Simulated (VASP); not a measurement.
Runs of VASP 6.6.1 on SrO. The structure is that of space group Fm-3m (No. 225), or close to it. The cells are those of the table. 

```csv
task,cell,k mesh,cutoff (eV),smearing,gap on the mesh (eV),pressure (GPa)
single point,"a = 3.685 Å, angles 60.0°, 2 atoms",8 × 8 × 8,520,gaussian 0.02 eV,(a),(d)
single point,"a = 3.721 Å, angles 60.0°, 2 atoms",8 × 8 × 8,520,gaussian 0.02 eV,3.77,-4.4
single point,"a = 3.649 Å, angles 60.0°, 2 atoms",8 × 8 × 8,520,gaussian 0.02 eV,3.75,0.5
relaxation of cell and atoms,"relaxed from a = 3.629 Å, angles 60.0°, 2 atoms",8 × 8 × 8,600,gaussian 0.02 eV,3.75,0.0
single point,"a = 3.629 Å, angles 60.0°, 2 atoms",6 × 6 × 6,520,gaussian 0.1 eV,(c),2.1
single point,"a = 3.612 Å, angles 60.0°, 2 atoms",8 × 8 × 8,520,gaussian 0.02 eV,3.73,3.6
single point,"a = 3.575 Å, angles 60.0°, 2 atoms",8 × 8 × 8,520,gaussian 0.02 eV,3.71,(b)
```

Alike in all rows: level r2SCAN; potentials or basis VASP PAW PBE potentials, release 64 (Sr_sv, O); no spin polarisation.

Fill in the values left out.

(a) 3.76; (b) 7.3; (c) 3.74; (d) -2.2.

Caveats: the PAW data sets were made with another functional, which shifts forces and pressure a little.

A k mesh can miss the band edges, and the runs leave out spin-orbit coupling on Sr.
